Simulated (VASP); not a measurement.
# HfPt2 (Fm-3m) in VASP: further runs, part 2 of 2

VASP 6.6.1. Earlier steps stand in the parts before.

## (3) Relaxation of cell and atoms, PBE

This run uses another cell than the first one, of 20.48 Å³/atom.

INCAR

```
ALGO = Normal ; EDIFF = 1E-6
EDIFFG = -0.01 ; ENCUT = 600
GGA = PE ; IBRION = 2
ISIF = 3 ; ISMEAR = 0
LASPH = True ; LCHARG = False
LREAL = False ; LWAVE = False
NELM = 80 ; NSW = 100
PREC = Accurate ; SIGMA = 0.1
```

KPOINTS

```
k-points
0
Gamma
  12 12 12
```

POSCAR

```
HfPt2
1.0
    0.0000000000      3.1320836983      3.1320836983
    3.1320836983      0.0000000000      3.1320836983
    3.1320836983      3.1320836983      0.0000000000
Hf Pt
1 2
Direct
    0.0000000000      0.0000000000      0.0000000000
    0.2500000000      0.2500000000      0.2500000000
    0.7500000000      0.7500000000      0.7500000000
```

Potentials or basis: VASP PAW PBE potentials, release 64 (Hf_pv, Pt).

Started as:

```
> cat potpaw_PBE.64/Hf_pv/POTCAR potpaw_PBE.64/Pt/POTCAR > POTCAR
> mpirun -np 1 vasp_std > vasp.out
```

OUTCAR:

```text
EDIFF = 1E-6
   EDIFFG = -0.01
   ENCUT = 600
   GGA = PE
   IBRION = 2
   ISIF = 3
   ISMEAR = 0
   LASPH = True
   LREAL = False
   NELM = 80
   NSW = 100
   PREC = Accurate

 ion  position               nearest neighbor table
   1  0.000  0.000  0.000-   3 2.71   3 2.71   3 2.71   2 2.71   2 2.71   2 2.71   3 2.71   2 2.71

   2  0.250  0.250  0.250-   1 2.71   1 2.71   1 2.71   1 2.71   3 3.13   3 3.13   3 3.13   3 3.13
                             3 3.13   3 3.13
   3  0.750  0.750  0.750-   1 2.71   1 2.71   1 2.71   1 2.71   2 3.13   2 3.13   2 3.13   2 3.13
                             2 3.13   2 3.13

  LATTYP: Found a face centered cubic cell.
 ALAT       =     6.2641673966

  Lattice vectors:

 A1 = (   0.0000000000,   3.1320836983,   3.1320836983)
 A2 = (   3.1320836983,   0.0000000000,   3.1320836983)
 A3 = (   3.1320836983,   3.1320836983,   0.0000000000)

Analysis of symmetry for initial positions (statically):
=====================================================================
 Subroutine PRICEL returns:
 Original cell was already a primitive cell.

 Routine SETGRP: Setting up the symmetry group for a
 face centered cubic supercell.

 Subroutine GETGRP returns: Found 48 space group operations
 (whereof 48 operations were pure point group operations)
 out of a pool of 48 trial point group operations.

The static configuration has the point symmetry O_h .

Analysis of symmetry for dynamics (positions and initial velocities):
=====================================================================
 Subroutine PRICEL returns:
 Original cell was already a primitive cell.

 Routine SETGRP: Setting up the symmetry group for a
 face centered cubic supercell.

 Subroutine GETGRP returns: Found 48 space group operations
 (whereof 48 operations were pure point group operations)
 out of a pool of 48 trial point group operations.

The dynamic configuration has the point symmetry O_h .

 Subroutine INISYM returns: Found 48 space group operations
 (whereof 48 operations are pure point group operations),
[... 122 lines left out ...]
   LORBIT       =      0    0 simple, 1 ext, 2 COOP (PROOUT), +10 PAW based schemes
   GGA     = PE    functional components
   LHFCALC =     F    Hartree Fock is set to
   AEXX    =    0.0000 exact exchange contribution
   IVDW    =     0    specifies the selected vdW correction
   LEPSILON=     F    determine dielectric tensor
   LRPA    =     F    only Hartree local field effects (RPA)
 conjugate gradient relaxation of ions
 non-spin polarized calculation
 Gauss-broadening in eV      SIGMA  =   0.10
  energy-cutoff  :      600.00
  volume of cell :       61.45
 maximum number of plane-waves:      2085
   NGX = 17   NGY = 17   NGZ = 17

--------------------------------------- Ionic step        1  -------------------------------------------

 number of electron      30.0000001 magnetization

 Free energy of the ion-electron system (eV)
  ---------------------------------------------------
  ext. energy  EPLUGINS =         0.00000000
  ---------------------------------------------------
  free energy    TOTEN  =       -24.36055465 eV

  energy without entropy =      -24.35237452  energy(sigma->0) =      -24.35646458

------------------------ aborting loop because EDIFF is reached ----------------------------------------

  FORCE on cell =-STRESS in cart. coord.  units (eV):
  Direction    XX          YY          ZZ          XY          YZ          ZX
  --------------------------------------------------------------------------------------
  -------------------------------------------------------------------------------------
  Total       -0.5404342     -0.5404342     -0.5404342      0.0000000     -0.0000000     -0.0000000
  in kB      -14.0904007    -14.0904007    -14.0904007      0.0000000     -0.0000000     -0.0000000
  external PRESSURE =     -14.0904007 kB  Pullay stress =       0.0000000 kB
[... 61 lines left out ...]
--------------------------------------- Ionic step        3  -------------------------------------------

 number of electron      30.0000003 magnetization

 Free energy of the ion-electron system (eV)
  ---------------------------------------------------
  ext. energy  EPLUGINS =         0.00000000
  ---------------------------------------------------
  free energy    TOTEN  =       -24.36315675 eV

  energy without entropy =      -24.35482551  energy(sigma->0) =      -24.35899113

 E-fermi :   6.6988     XC(G=0): -11.5196

 val. band max:        6.6890794349   @ k =   0.5000   0.4167   0.0833
 cond. band min:       6.7033627849   @ k =  -0.4167   0.5000   0.0833
 fundamental gap:      0.0142833500
 Fermi energy:         6.6987745011

 k-point     1 :       0.0000    0.0000    0.0000
  band No.  band energies     occupation
      1     -24.2357      2.00000
      2     -24.2357      2.00000
      3     -24.2357      2.00000
      4      -1.3306      2.00000
      5       1.5589      2.00000
      6       1.5589      2.00000
[... 505 lines left out ...]
      6       2.4715      2.00000
[... 11 lines left out ...]
     18       9.8373      0.00000
     19      10.1670      0.00000

 [... further k-points ...]
[... 5 lines left out ...]
  --------------------------------------------------------------------------------------
  -------------------------------------------------------------------------------------
  Total        0.0061912      0.0061912      0.0061912     -0.0000000      0.0000000      0.0000000
  in kB        0.1629778      0.1629778      0.1629778     -0.0000000      0.0000000      0.0000000
  external PRESSURE =       0.1629778 kB  Pullay stress =       0.0000000 kB
[... 18 lines left out ...]
  FREE ENERGIE OF THE ION-ELECTRON SYSTEM (eV)
  ---------------------------------------------------
  free  energy   TOTEN  =       -24.3631567549 eV

  energy  without entropy=      -24.3548255121  energy(sigma->0) =      -24.35899113

 reached required accuracy - stopping structural energy minimisation
```

OSZICAR:

```text
N       E                     dE             d eps       ncg     rms          rms(c)
DAV:   1     0.164612599675E+03    0.16461E+03   -0.16807E+04  2736   0.166E+03
[... 26 lines left out ...]
DAV:   2    -0.243819398169E+02    0.66451E-01   -0.55973E-01  3079   0.502E+00    0.137E+00
DAV:   3    -0.243652183448E+02    0.16721E-01   -0.68870E-02  3007   0.169E+00    0.389E-01
DAV:   4    -0.243631148743E+02    0.21035E-02   -0.13761E-02  3238   0.797E-01    0.398E-01
DAV:   5    -0.243631449922E+02   -0.30118E-04   -0.34695E-04  3483   0.117E-01    0.363E-01
DAV:   6    -0.243631593880E+02   -0.14396E-04   -0.14633E-04  2874   0.628E-02    0.334E-02
DAV:   7    -0.243631561302E+02    0.32578E-05   -0.20047E-05  3073   0.314E-02    0.247E-02
DAV:   8    -0.243631567549E+02   -0.62475E-06   -0.19515E-06  2168   0.842E-03
   3 F= -.24363157E+02 E0= -.24358991E+02  d E =-.260211E-02
```

Run time: 3.1 min. Hardware: 1 thread of Intel Xeon Platinum 8488C (Sapphire Rapids), shared host; peak memory 0.28 GiB.

Results:

| Item | Value |
| --- | --- |
| Free energy | -24.3632 eV |
| Relaxed volume | 20.29 Å³/atom |
| Relaxed cell | a = 4.415 Å, b = 4.415 Å, c = 4.415 Å, α = 60.00°, β = 60.00°, γ = 60.00° |
| Space group after relaxing (to 0.1 Å) | Fm-3m (No. 225) |
| Energy gained by relaxing | 0.9 meV/atom |
| Ionic steps | 3 |
| Pressure after relaxing | 0.0 GPa |
| Band gap on the k mesh | zero (bands 15 and 16 overlap by 0.73 eV) |

The path:
```
step  energy change (eV)  largest force (eV/Å)  pressure (GPa)  volume (Å³)
   1              0.0000                0.0000           -1.41        61.45
   2              0.0051                0.0000            2.52        59.86
   3             -0.0026                0.0000            0.02        60.86
```

Final structure:
```yaml
crystal:
  lattice:
    - [0.00000, 3.12207, 3.12207]
    - [3.12207, 0.00000, 3.12207]
    - [3.12207, 3.12207, 0.00000]
  atoms:
    - { symbol: Hf, position: [0.00000, 0.00000, 0.00000] }
    - { symbol: Pt, position: [0.25000, 0.25000, 0.25000] }
    - { symbol: Pt, position: [0.75000, 0.75000, 0.75000] }
```

Caveat: spin-orbit coupling is left out, which moves the levels of the heavy elements.
